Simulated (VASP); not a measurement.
# Na (P-1) in VASP: settings compared

Aim: see how the results for Na move with the level of theory and the settings. Levels: PBE, PBEsol. Tasks: single point.

Everything below comes from runs of VASP 6.6.1. Logs are shortened: lines on timing, memory, paths and dates and some standing lists are left out, and cuts for length are marked.

### Step 1. The cell of the first run

The typed cell holds 1 atom: a = 3.697 Å, b = 3.685 Å, c = 3.665 Å, α = 110.29°, β = 109.26°, γ = 107.02°.

### Step 2. Single point, PBE (the cell strained at random)

Input file INCAR:

```
ALGO     = Fast           # electronic algorithm
EDIFF    = 1E-7           # SCF threshold, eV
ENCUT    = 520            # plane-wave cutoff, eV
GGA      = PE             # functional
ISIF     = 2              # what is computed and relaxed
ISMEAR   = -1             # smearing method
LASPH    = T              # aspherical terms in the spheres
LCHARG   = F              # write CHGCAR
LREAL    = F              # projectors in reciprocal space
LWAVE    = F              # write WAVECAR
NBANDS   = 10             # bands
NELM     = 80             # most SCF steps
PREC     = Accurate       # precision mode
SIGMA    = 0.05           # smearing width, eV
```

Input file KPOINTS:

```
k-points
0
Gamma
  9 9 9
```

Input file POSCAR:

```
Na
1.0
   -2.0576110000      2.1435560000      2.1993280000
    2.1081360000     -2.0830750000      2.1893720000
    2.0920000000      2.1174640000     -2.1388470000
Na
1
Direct
   -0.0012990000     -0.0002080000     -0.0053070000
```

Potentials or basis: VASP PAW PBE potentials, release 64 (Na_pv).

Launch:

```bash
cat potpaw_PBE.64/Na_pv/POTCAR > POTCAR
mpirun -np 1 vasp_std > vasp.out
```

OUTCAR:

```text
EDIFF = 1E-7
   ENCUT = 520
   GGA = PE
   ISIF = 2
   ISMEAR = -1
   LASPH = T
   LREAL = F
   NELM = 80
   PREC = Accurate

 ion  position               nearest neighbor table
   1  0.999  1.000  0.995-

  LATTYP: Found a triclinic cell.
 ALAT       =     3.6846694023
 B/A-ratio  =     1.6105846299
 C/A-ratio  =     0.9947565805
 COS(alpha) =     0.0098245113
 COS(beta)  =     0.3467707922
 COS(gamma) =     0.8032606655

  Lattice vectors:

 A1 = (  -2.1081360000,   2.0830750000,  -2.1893720000)
 A2 = (  -4.1657470000,   4.2266310000,   0.0099560000)
 A3 = (   2.0920000000,   2.1174640000,  -2.1388470000)

Analysis of symmetry for initial positions (statically):
=====================================================================
 Subroutine PRICEL returns:
 Original cell was already a primitive cell.

 Routine SETGRP: Setting up the symmetry group for a
 triclinic supercell.

 Subroutine GETGRP returns: Found  2 space group operations
 (whereof  1 operations were pure point group operations)
 out of a pool of  2 trial point group operations.

The static configuration has the point symmetry C_1 .
 The point group associated with its full space group is S_2 .

Analysis of symmetry for dynamics (positions and initial velocities):
=====================================================================
 Subroutine PRICEL returns:
 Original cell was already a primitive cell.

 Routine SETGRP: Setting up the symmetry group for a
 triclinic supercell.

 Subroutine GETGRP returns: Found  2 space group operations
 (whereof  1 operations were pure point group operations)
 out of a pool of  2 trial point group operations.

The dynamic configuration has the point symmetry C_1 .
 The point group associated with its full space group is S_2 .

 Subroutine INISYM returns: Found  2 space group operations
 (whereof  1 operations are pure point group operations),
 and found     1 'primitive' translations

----------------------------------------------------------------------------------------

                                     Primitive cell

  volume of cell :      39.2564

  direct lattice vectors                    reciprocal lattice vectors
    -2.057611000  2.143556000  2.199328000    -0.004598939  0.231533027  0.224720079
     2.108136000 -2.083075000  2.189372000     0.235420029 -0.005096728  0.225217868
     2.092000000  2.117464000 -2.138847000     0.236252263  0.232863049 -0.005928962

  length of vectors
     3.696706508  3.684669402  3.665349135     0.322688405  0.325839922  0.331776256

[... 78 lines left out ...]
   EDIFF  = 0.1E-06   stopping-criterion for ELM
   LREAL  =      F    real-space projection
   EDIFFG = 0.1E-05   stopping-criterion for IOM
   NSW    =      0    number of steps for IOM
   IBRION =     -1    ionic relax: 0-MD 1-quasi-New 2-CG
   NFREE  =      0    steps in history (QN), initial steepest desc. (CG)
   ISIF   =      2    stress and relaxation
   ISYM   =      2    0-nonsym 1-usesym 2-fastsym
   POTIM  = 0.5000    time-step for ionic-motion
   TEBEG  =    0.0;   TEEND  =   0.0 temperature during run
   PSTRESS=    0.0 pullay stress
   NELECT =       7.0000    total number of electrons
   NUPDOWN=      -1.0000    fix difference up-down
   EMIN   =  10.00;   EMAX   =-10.00  energy-range for DOS
   EFERMI =   0.00;   METHOD = LEGACY
   ISMEAR =    -1;   SIGMA  =   0.05  broadening in eV -4-tet -1-fermi 0-gaus
   EFERMI_NEDOS =   21; number of points for ismear=-14 and -15
   IALGO  =     68    algorithm
   IMIX   =      4    mixing-type and parameters
     AMIX     =   0.40;   BMIX     =  1.00
     AMIX_MAG =   1.60;   BMIX_MAG =  1.00
  volume/ion in A,a.u.               =      39.26       264.92
  Fermi-wavevector in a.u.,A,eV,Ry     =   0.921448  1.741284 11.552248  0.849066
  Thomas-Fermi vector in A             =   2.046865
   LORBIT       =      0    0 simple, 1 ext, 2 COOP (PROOUT), +10 PAW based schemes
   GGA     = PE    functional components
   LHFCALC =     F    Hartree Fock is set to
   AEXX    =    0.0000 exact exchange contribution
   IVDW    =     0    specifies the selected vdW correction
   LEPSILON=     F    determine dielectric tensor
   LRPA    =     F    only Hartree local field effects (RPA)
 non-spin polarized calculation
 RMM-DIIS sequential band-by-band and
  energy-cutoff  :      520.00
  volume of cell :       39.26
 maximum number of plane-waves:      1070
   NGX = 13   NGY = 13   NGZ = 13

 number of electron       6.9999995 magnetization

 Free energy of the ion-electron system (eV)
  ---------------------------------------------------
  ext. energy  EPLUGINS =         0.00000000
  ---------------------------------------------------
  free energy    TOTEN  =        -1.31284564 eV

  energy without entropy =       -1.30931650  energy(sigma->0) =       -1.31108107

 E-fermi :   0.1826     XC(G=0):  -6.3550

 val. band max:        0.1822114757   @ k =  -0.3333   0.1111   0.4444
 cond. band min:       0.1928347103   @ k =  -0.4444   0.2222   0.3333
 fundamental gap:      0.0106232346
 Fermi energy:         0.1825576567

 k-point     1 :       0.0000    0.0000    0.0000
  band No.  band energies     occupation
      1     -24.7805      2.00000
      2     -24.7804      2.00000
      3     -24.7797      2.00000
      4      -2.9900      2.00000
      5      11.1337      0.00000
      6      11.4077      0.00000
      7      11.8926      0.00000
      8      12.3824      0.00000
      9      12.3889      0.00000
     10      12.7035      0.00000
[... 287 lines left out ...]
 k-point    24 :      -0.0000    0.3333    0.0000
  band No.  band energies     occupation
      1     -24.8011      2.00000
      2     -24.7863      2.00000
      3     -24.7806      2.00000
      4      -1.1867      2.00000
      5       3.9950      0.00000
      6       8.6698      0.00000
      7       9.4485      0.00000
      8       9.6893      0.00000
      9      10.6840      0.00000
     10      14.5045      0.00000

 [... further k-points ...]
[... 5 lines left out ...]
  --------------------------------------------------------------------------------------
  -------------------------------------------------------------------------------------
  Total       -0.0998201     -0.0934106     -0.1270215     -0.0220950     -0.0484971     -0.0362592
  in kB       -4.0739765     -3.8123827     -5.1841507     -0.9017672     -1.9793188     -1.4798529
  external PRESSURE =      -4.3568366 kB  Pullay stress =       0.0000000 kB

 VOLUME and BASIS-vectors are now :
 -----------------------------------------------------------------------------
  energy-cutoff  :      520.00
  volume of cell :       39.26
      direct lattice vectors                 reciprocal lattice vectors
    -2.057611000  2.143556000  2.199328000    -0.004598939  0.231533027  0.224720079
     2.108136000 -2.083075000  2.189372000     0.235420029 -0.005096728  0.225217868
     2.092000000  2.117464000 -2.138847000     0.236252263  0.232863049 -0.005928962

 POSITION                                       TOTAL-FORCE (eV/Angst)
 -----------------------------------------------------------------------------------
      2.13366      2.16436      2.25789         0.000000     -0.000000     -0.000000
 -----------------------------------------------------------------------------------
    total drift:                                0.000001      0.000003     -0.000010

  FREE ENERGIE OF THE ION-ELECTRON SYSTEM (eV)
  ---------------------------------------------------
  free  energy   TOTEN  =        -1.3128456395 eV

  energy  without entropy=       -1.3093164979  energy(sigma->0) =       -1.31108107
```

OSZICAR:

```text
N       E                     dE             d eps       ncg     rms          rms(c)
DAV:   1     0.255863555883E+02    0.25586E+02   -0.37322E+03  7312   0.582E+02
DAV:   2    -0.734239617798E+00   -0.26321E+02   -0.26200E+02  7576   0.143E+02
DAV:   3    -0.130842563284E+01   -0.57419E+00   -0.57377E+00  8858   0.229E+01
DAV:   4    -0.131325108547E+01   -0.48255E-02   -0.48250E-02  8570   0.203E+00
DAV:   5    -0.131331986928E+01   -0.68784E-04   -0.68783E-04  8250   0.238E-01    0.202E-01
RMM:   6    -0.131304241509E+01    0.27745E-03   -0.24734E-04  9777   0.166E-01    0.136E-01
RMM:   7    -0.131284109102E+01    0.20132E-03   -0.56851E-04  9935   0.217E-01    0.161E-02
RMM:   8    -0.131284183458E+01   -0.74356E-06   -0.13346E-04  9982   0.199E-01    0.380E-03
RMM:   9    -0.131284475034E+01   -0.29158E-05   -0.26608E-05 10804   0.570E-02    0.247E-03
RMM:  10    -0.131284567675E+01   -0.92641E-06   -0.76542E-06 10386   0.461E-02    0.157E-03
RMM:  11    -0.131284559755E+01    0.79196E-07   -0.21927E-06 11175   0.161E-02    0.324E-04
RMM:  12    -0.131284563955E+01   -0.41996E-07   -0.46935E-07  7467   0.962E-03
   1 F= -.13128456E+01 E0= -.13110811E+01  d E =-.352914E-02
```

Run time: 47 s. Hardware: 1 thread of Intel Xeon 6975P-C (Granite Rapids), shared host; peak memory 0.23 GiB.

Results:

| Quantity | Value |
| --- | --- |
| Free energy | -1.3128 eV |
| Pressure | -0.4 GPa |

Stress tensor (GPa, compression positive):
```
-0.41 -0.09 -0.15
-0.09 -0.38 -0.20
-0.15 -0.20 -0.52
```

Caveat: the cell differs from its parent crystal (the cell strained at random).

### Step 3. Single point, PBEsol (the cell strained at random)

Input file INCAR:

```
PREC     = Accurate       # precision mode
ENCUT    = 520            # plane-wave cutoff, eV
EDIFF    = 1E-6           # SCF threshold, eV
ISMEAR   = -1             # smearing method
SIGMA    = 0.05           # smearing width, eV
LREAL    = F              # projectors in reciprocal space
LASPH    = T              # aspherical terms in the spheres
NELM     = 60             # most SCF steps
ALGO     = Normal         # electronic algorithm
ISIF     = 2              # what is computed and relaxed
LWAVE    = F              # write WAVECAR
LCHARG   = F              # write CHGCAR
GGA      = PS             # functional
NBANDS   = 10             # bands
```

Input file KPOINTS:

```
Automatic mesh
0
Gamma
  9 9 9
```

POSCAR is that of step 2.

Potentials or basis: VASP PAW PBE potentials, release 64 (Na_pv).

Launch:

```bash
cat potpaw_PBE.64/Na_pv/POTCAR > POTCAR
mpirun -np 1 vasp_std > vasp.out
```

Wall time 28 s (1 thread of Intel Xeon 6975P-C (Granite Rapids), shared host); peak memory 0.23 GiB.

It converged, with:

```yaml
Free_energy: -1.3990 eV
Pressure: -0.6 GPa
```

Stress tensor (GPa, compression positive):
```
-0.53 -0.09 -0.15
-0.09 -0.50 -0.20
-0.15 -0.20 -0.64
```

Levels at points of the mesh, in eV from the Fermi level:
```
           k point  band 2  band 3  band 4  band 5  band 6  band 7
(0.00, 0.00, 0.00)  -24.85  -24.85   -3.17   10.95   11.23   11.71
```

Caveat: the cell differs from its parent crystal (the cell strained at random); the PAW data sets were made with another functional, which shifts forces and pressure a little.
